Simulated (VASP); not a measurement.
Write the native input for VASP 6.6.1 that does the following.

| Property | Result |
| --- | --- |
| Task | single point |
| Functional | PBE |
| Potentials or basis | VASP PAW PBE potentials, release 64 (Au) |
| Cutoff | 520 eV |
| k mesh | 12 × 8 × 1 |
| Occupations | gaussian, width 0.1 eV |
| Spin | no spin polarisation |
| Dipole correction | yes |
| Electric field (eV/Å) | -0.6 eV/Å |
| Further INCAR settings | ALGO = Fast; EDIFF = 1e-06; NBANDS = 48; EFIELD = -0.6 |

The structure of Au lies in POSCAR:

```
Au
1.0
    2.9402155410      0.0000000000      0.0000000000
    0.0000000000      4.1580926944      0.0000000000
    0.0000000000      0.0000000000     23.8206466230
Au
7
Direct
    0.5000000000      0.5000000000      0.3148529139
    0.0000000000      0.0000000000      0.3765686093
    0.5000000000      0.5000000000      0.4382843046
    0.0000000000      0.0000000000      0.5000000000
    0.5000000000      0.5000000000      0.5617156954
    0.0000000000      0.0000000000      0.6234313907
    0.5000000000      0.5000000000      0.6851470861
```

One way to write it, as run:

INCAR

```
PREC = Accurate ; ENCUT = 520
EDIFF = 1E-6 ; ISMEAR = 0
SIGMA = 0.1 ; LREAL = False
LASPH = True ; NELM = 60
ALGO = Fast ; ISIF = 2
LWAVE = False ; LCHARG = True
LDIPOL = True ; IDIPOL = 3
DIPOL = 0.5 0.5 0.500 ; GGA = PE
LELF = True ; LVHAR = True
LVACPOTAV = True ; EFIELD = -0.6
NBANDS = 48
```

KPOINTS

```
regular mesh
0
Gamma
  12 8 1
```

Potentials or basis: VASP PAW PBE potentials, release 64 (Au).

Run with:

```sh
$ cat potpaw_PBE.64/Au/POTCAR > POTCAR
$ mpirun -np 1 vasp_std > vasp.out
```

It gave:

* Largest force: 0.433 eV/Å
* Band gap on the k mesh: zero (an odd number of electrons rules out a gap without spin polarisation)

Caveat: spin-orbit coupling is left out, which moves the levels of the heavy elements.

Run time: 25 min on 1 thread of Oxide Virtual Turin-like Processor, on a shared host, peak memory 0.55 GiB.
